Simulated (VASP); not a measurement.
# SiGe5 (F-43m) in VASP: notebook

The runs below take SiGe5 through relaxation of cell and atoms, single point, with PBE.

Program: VASP 6.6.1. These are calculated values, not measurements. Logs are shortened: lines on timing, memory, paths and dates and some standing lists are left out, and cuts for length are marked.

## Step 1: The cell of the first run

Symmetry: F-43m, No. 216, cubic system. Conventional cell: a = 7.715 Å, b = 7.715 Å, c = 7.715 Å, α = 90.00°, β = 90.00°, γ = 90.00°. Within 4.1 Å of Si (site symmetry -43m) lie 18 Ge at 3.15 to 3.86 Å. Ge (site symmetry 3m) has 4 Ge at 1.92 to 2.16 Å within 2.5 Å. Ge (site symmetry -43m) has 4 Ge at 2.16 Å within 2.9 Å.

The cell was generated, and may not be a known phase.

## Step 2: Relaxation of cell and atoms, PBE

Contents of INCAR:

```
SYSTEM = SiGe5
PREC = Accurate
ENCUT = 600
EDIFF = 1E-6
ISMEAR = 0
SIGMA = 0.1
LREAL = .FALSE.
LASPH = .TRUE.
NELM = 80
ALGO = Normal
ISIF = 3
LWAVE = .FALSE.
LCHARG = .FALSE.
GGA = PE
IBRION = 2
NSW = 90
EDIFFG = -0.04
```

Contents of KPOINTS:

```
Automatic mesh
0
G
  4 4 4
  0 0 0
```

Contents of POSCAR:

```
SiGe5
1.0
    0.0000000000      3.8574571100      3.8574571100
    3.8574571100      0.0000000000      3.8574571100
    3.8574571100      3.8574571100      0.0000000000
Si Ge
1 5
Direct
    0.2500000000      0.2500000000      0.2500000000
    0.9119367300      0.9119367300      0.9119367300
    0.9119367300      0.9119367300      0.2641898200
    0.9119367300      0.2641898200      0.9119367300
    0.2641898200      0.9119367300      0.9119367300
    0.7500000000      0.7500000000      0.7500000000
```

Potentials or basis: VASP PAW PBE potentials, release 64 (Si, Ge_d).

On the command line:

```bash
> cat potpaw_PBE.64/Si/POTCAR potpaw_PBE.64/Ge_d/POTCAR > POTCAR
> mpirun -np 1 vasp_std > vasp.out
```

OUTCAR:

```text
SYSTEM = SiGe5
   PREC = Accurate
   ENCUT = 600
   EDIFF = 1E-6
   ISMEAR = 0
   LREAL = .FALSE.
   LASPH = .TRUE.
   NELM = 80
   ISIF = 3
   GGA = PE
   IBRION = 2
   NSW = 90
   EDIFFG = -0.04

 ion  position               nearest neighbor table
   1  0.250  0.250  0.250-
   2  0.912  0.912  0.912-   3 1.92   4 1.92   5 1.92   6 2.16
   3  0.912  0.912  0.264-   2 1.92   4 1.92   5 1.92   6 2.16
   4  0.912  0.264  0.912-   2 1.92   3 1.92   5 1.92   6 2.16
   5  0.264  0.912  0.912-   2 1.92   3 1.92   4 1.92   6 2.16
   6  0.750  0.750  0.750-   3 2.16   4 2.16   5 2.16   2 2.16

  LATTYP: Found a face centered cubic cell.
 ALAT       =     7.7149142200

  Lattice vectors:

 A1 = (   0.0000000000,   3.8574571100,   3.8574571100)
 A2 = (   3.8574571100,   0.0000000000,   3.8574571100)
 A3 = (   3.8574571100,   3.8574571100,   0.0000000000)

Analysis of symmetry for initial positions (statically):
=====================================================================
 Subroutine PRICEL returns:
 Original cell was already a primitive cell.

 Routine SETGRP: Setting up the symmetry group for a
 face centered cubic supercell.

 Subroutine GETGRP returns: Found 24 space group operations
 (whereof 24 operations were pure point group operations)
 out of a pool of 48 trial point group operations.

The static configuration has the point symmetry T_d .

Analysis of symmetry for dynamics (positions and initial velocities):
=====================================================================
 Subroutine PRICEL returns:
 Original cell was already a primitive cell.

 Routine SETGRP: Setting up the symmetry group for a
 face centered cubic supercell.

 Subroutine GETGRP returns: Found 24 space group operations
 (whereof 24 operations were pure point group operations)
 out of a pool of 48 trial point group operations.

The dynamic configuration has the point symmetry T_d .

 Subroutine INISYM returns: Found 24 space group operations
 (whereof 24 operations are pure point group operations),
 and found     1 'primitive' translations

----------------------------------------------------------------------------------------

                                     Primitive cell

  volume of cell :     114.7977

  direct lattice vectors                    reciprocal lattice vectors
     0.000000000  3.857457110  3.857457110    -0.129619069  0.129619069  0.129619069
     3.857457110  0.000000000  3.857457110     0.129619069 -0.129619069  0.129619069
     3.857457110  3.857457110  0.000000000     0.129619069  0.129619069 -0.129619069

  length of vectors
     5.455268161  5.455268161  5.455268161     0.224506813  0.224506813  0.224506813

  position of ions in fractional coordinates (direct lattice)
     0.250000000  0.250000000  0.250000000
     0.911936730  0.911936730  0.911936730
     0.911936730  0.911936730  0.264189820
     0.911936730  0.264189820  0.911936730
     0.264189820  0.911936730  0.911936730
     0.750000000  0.750000000  0.750000000

  ion indices of the primitive-cell ions
   primitive index   ion index
                 1           1
                 2           2
                 3           3
                 4           4
                 5           5
                 6           6

----------------------------------------------------------------------------------------

 KPOINTS: Automatic mesh

Automatic generation of k-mesh.
 Grid dimensions read from file:
 generate k-points for:    4    4    4

 Generating k-lattice:

  Cartesian coordinates                     Fractional coordinates (reciprocal lattice)
    -0.032404767  0.032404767  0.032404767     0.250000000  0.000000000  0.000000000
     0.032404767 -0.032404767  0.032404767     0.000000000  0.250000000  0.000000000
     0.032404767  0.032404767 -0.032404767     0.000000000  0.000000000  0.250000000

  Length of vectors
     0.056126703  0.056126703  0.056126703

  Shift w.r.t. Gamma in fractional coordinates (k-lattice)
     0.000000000  0.000000000  0.000000000

 Subroutine IBZKPT returns following result:
 ===========================================

 Found      8 irreducible k-points:

 Following reciprocal coordinates:
            Coordinates               Weight
  0.000000  0.000000  0.000000      1.000000
  0.250000  0.000000  0.000000      8.000000
  0.500000  0.000000  0.000000      4.000000
  0.250000  0.250000  0.000000      6.000000
  0.500000  0.250000  0.000000     24.000000
 -0.250000  0.250000  0.000000     12.000000
  0.500000  0.500000  0.000000      3.000000
 -0.250000  0.500000  0.250000      6.000000
   k-points           NKPTS =      8   k-points in BZ     NKDIM =      8   number of bands    NBANDS=     44
   number of dos      NEDOS =    301   number of ions     NIONS =      6
   total plane-waves  NPLWV = 110592
   dimension x,y,z NGX =    48 NGY =   48 NGZ =   48
   dimension x,y,z NGXF=    96 NGYF=   96 NGZF=   96
   ions per type =               1   5
   NGX,Y,Z   is equivalent  to a cutoff of  14.63, 14.63, 14.63 a.u.
   NGXF,Y,Z  is equivalent  to a cutoff of  29.26, 29.26, 29.26 a.u.
 SYSTEM =  SiGe5
   PREC   = accura    normal or accurate (medium, high low for compatibility)
   ISTART =      0    job   : 0-new  1-cont  2-samecut
   ICHARG =      2    charge: 1-file 2-atom 10-const
   ISPIN  =      1    spin polarized calculation?
   LNONCOLLINEAR =      F non collinear calculations
   LSORBIT =      F    spin-orbit coupling
   LASPH  =      T    aspherical Exc in radial PAW
   ENCUT  =  600.0 eV  44.10 Ry    6.64 a.u.  10.90 10.90 10.90*2*pi/ulx,y,z
   NELM   =     80;   NELMIN=  2; NELMDL= -5     # of ELM steps
   EDIFF  = 0.1E-05   stopping-criterion for ELM
   LREAL  =      F    real-space projection
   EDIFFG = -.4E-01   stopping-criterion for IOM
   NSW    =     90    number of steps for IOM
   IBRION =      2    ionic relax: 0-MD 1-quasi-New 2-CG
   NFREE  =      1    steps in history (QN), initial steepest desc. (CG)
   ISIF   =      3    stress and relaxation
   ISYM   =      2    0-nonsym 1-usesym 2-fastsym
   POTIM  = 0.5000    time-step for ionic-motion
   TEBEG  =    0.0;   TEEND  =   0.0 temperature during run
   PSTRESS=    0.0 pullay stress
   NELECT =      74.0000    total number of electrons
   NUPDOWN=      -1.0000    fix difference up-down
   EMIN   =  10.00;   EMAX   =-10.00  energy-range for DOS
   EFERMI =   0.00;   METHOD = LEGACY
   ISMEAR =     0;   SIGMA  =   0.10  broadening in eV -4-tet -1-fermi 0-gaus
   EFERMI_NEDOS =   21; number of points for ismear=-14 and -15
   IALGO  =     38    algorithm
   IMIX   =      4    mixing-type and parameters
     AMIX     =   0.40;   BMIX     =  1.00
     AMIX_MAG =   1.60;   BMIX_MAG =  1.00
  volume/ion in A,a.u.               =      19.13       129.12
  Fermi-wavevector in a.u.,A,eV,Ry     =   1.414190  2.672431 27.210729  1.999932
  Thomas-Fermi vector in A             =   2.535757
   LORBIT       =      0    0 simple, 1 ext, 2 COOP (PROOUT), +10 PAW based schemes
   GGA     = PE    functional components
   LHFCALC =     F    Hartree Fock is set to
   AEXX    =    0.0000 exact exchange contribution
   IVDW    =     0    specifies the selected vdW correction
   LEPSILON=     F    determine dielectric tensor
   LRPA    =     F    only Hartree local field effects (RPA)
 conjugate gradient relaxation of ions
 non-spin polarized calculation
 Gauss-broadening in eV      SIGMA  =   0.10
  energy-cutoff  :      600.00
  volume of cell :      114.80
 maximum number of plane-waves:      3860
 NGX is ok and might be reduce to    48
   NGX = 21   NGY = 21   NGZ = 21

--------------------------------------- Ionic step        1  -------------------------------------------

 number of electron      73.9999981 magnetization

 Free energy of the ion-electron system (eV)
  ---------------------------------------------------
  ext. energy  EPLUGINS =         0.00000000
  ---------------------------------------------------
  free energy    TOTEN  =        -5.38684589 eV

  energy without entropy =       -5.36305346  energy(sigma->0) =       -5.37494967

------------------------ aborting loop because EDIFF is reached ----------------------------------------

  FORCE on cell =-STRESS in cart. coord.  units (eV):
  Direction    XX          YY          ZZ          XY          YZ          ZX
  --------------------------------------------------------------------------------------
  -------------------------------------------------------------------------------------
  Total       59.3597482     59.3597482     59.3597482     -0.0000000      0.0000000     -0.0000000
  in kB      828.4557539    828.4557539    828.4557539     -0.0000000      0.0000000     -0.0000000
  external PRESSURE =     828.4557539 kB  Pullay stress =       0.0000000 kB
[... 101 lines left out ...]
  FREE ENERGIE OF THE ION-ELECTRON SYSTEM (eV)
  ---------------------------------------------------
  free  energy   TOTEN  =         3.9566600770 eV

  energy  without entropy=        3.9804690630  energy(sigma->0) =        3.96856457

 E-fermi :   6.1080     XC(G=0): -10.2595

 val. band max:        6.0922422964   @ k =   0.5000   0.2500   0.0000
 cond. band min:       6.1238778057   @ k =   0.5000   0.2500   0.0000
 fundamental gap:      0.0316355093
 Fermi energy:         6.1079856926

 k-point     1 :       0.0000    0.0000    0.0000
  band No.  band energies     occupation
      1     -21.5957      2.00000
      2     -21.5957      2.00000
      3     -21.5957      2.00000
      4     -21.2151      2.00000
      5     -21.2151      2.00000
      6     -19.8407      2.00000
[... 365 lines left out ...]
     43       9.2586      0.00000
     44       9.2971      0.00000

 E-fermi :  -1.5777     XC(G=0):  -5.2490

 val. band max:       -1.6201051802   @ k =   0.0000   0.0000   0.0000
 cond. band min:      -1.5719469651   @ k =   0.2500   0.2500   0.0000
 fundamental gap:      0.0481582151
 Fermi energy:        -1.5777002427

 k-point     1 :       0.0000    0.0000    0.0000
  band No.  band energies     occupation
      1     -27.0857      2.00000
      2     -27.0856      2.00000
      3     -27.0856      2.00000
      4     -27.0779      2.00000
      5     -27.0778      2.00000
      6     -27.0778      2.00000
[... 365 lines left out ...]
     43      -0.5727      0.00000
     44      -0.5315      0.00000

 E-fermi :   4.5416     XC(G=0):  -9.3523

 val. band max:        4.4686274409   @ k =   0.5000   0.5000   0.0000
 cond. band min:       4.5508396701   @ k =   0.5000   0.0000   0.0000
 fundamental gap:      0.0822122292
 Fermi energy:         4.5416345477

 k-point     1 :       0.0000    0.0000    0.0000
  band No.  band energies     occupation
      1     -21.7203      2.00000
      2     -21.2040      2.00000
      3     -21.2040      2.00000
      4     -21.2040      2.00000
      5     -21.1206      2.00000
      6     -21.1206      2.00000
[... 365 lines left out ...]
     43       8.0376      0.00000
     44       8.3318      0.00000

[... ionic steps 4 to 19 ...]

--------------------------------------- Ionic step       20  -------------------------------------------

 number of electron      73.9999988 magnetization

------------------------ aborting loop because EDIFF is reached ----------------------------------------
[... 75 lines left out ...]
--------------------------------------- Ionic step       22  -------------------------------------------

 number of electron      73.9999994 magnetization

 Free energy of the ion-electron system (eV)
  ---------------------------------------------------
  ext. energy  EPLUGINS =         0.00000000
  ---------------------------------------------------
  free energy    TOTEN  =       -21.55720703 eV

  energy without entropy =      -21.54501456  energy(sigma->0) =      -21.55111079

 E-fermi :   2.0510     XC(G=0):  -8.1033

 val. band max:        1.9955316174   @ k =   0.5000   0.0000   0.0000
 cond. band min:       2.1064602988   @ k =   0.2500   0.2500   0.0000
 fundamental gap:      0.1109286814
 Fermi energy:         2.0509581514

 k-point     1 :       0.0000    0.0000    0.0000
  band No.  band energies     occupation
      1     -22.9445      2.00000
      2     -22.9445      2.00000
      3     -22.9445      2.00000
      4     -22.8855      2.00000
      5     -22.8855      2.00000
      6     -22.7416      2.00000
[... 398 lines left out ...]
  FREE ENERGIE OF THE ION-ELECTRON SYSTEM (eV)
  ---------------------------------------------------
  free  energy   TOTEN  =       -21.5572070314 eV

  energy  without entropy=      -21.5450145551  energy(sigma->0) =      -21.55111079

 reached required accuracy - stopping structural energy minimisation
```

Wall time 16 min (1 thread of AMD EPYC 9R45 (Zen 5), shared host); peak memory 0.32 GiB.

What came out:

```yaml
Free_energy: -21.5572 eV
Relaxed_volume: 32.25 Å³/atom
Relaxed_cell: a = 6.492 Å, b = 6.492 Å, c = 6.492 Å, α = 60.00°, β = 60.00°, γ = 60.00°
Space_group_after_relaxing_to_0.1_Å: F-43m (No. 216)
Pressure_after_relaxing: 0.0 GPa
Largest_force_after_relaxing: 0.015 eV/Å
Band_gap_on_the_k_mesh: zero (bands 37 and 38 overlap by 0.32 eV)
```

Forces in eV/Å, atoms in the order of the input:
```
Si   0.000  0.000  0.000
Ge   0.009  0.009  0.009
Ge  -0.009 -0.009  0.009
Ge  -0.009  0.009 -0.009
Ge   0.009 -0.009 -0.009
Ge   0.000  0.000  0.000
```

Final structure:
```
Si Ge
1.0
     0.00000    4.59071    4.59071
     4.59071    0.00000    4.59071
     4.59071    4.59071    0.00000
Si Ge
1 5
Direct
  0.25000 0.25000 0.25000
  0.90134 0.90134 0.90134
  0.90134 0.90134 0.29597
  0.90134 0.29597 0.90134
  0.29597 0.90134 0.90134
  0.75000 0.75000 0.75000
```

Caveat: the volume moved by over 15 % at a fixed basis, so the end points are rough; semilocal functionals underestimate gaps, and a narrow one can read as zero.

[end of part 1 of 2]

The gap in the log of VASP goes by the Fermi energy; the results here count the filled bands.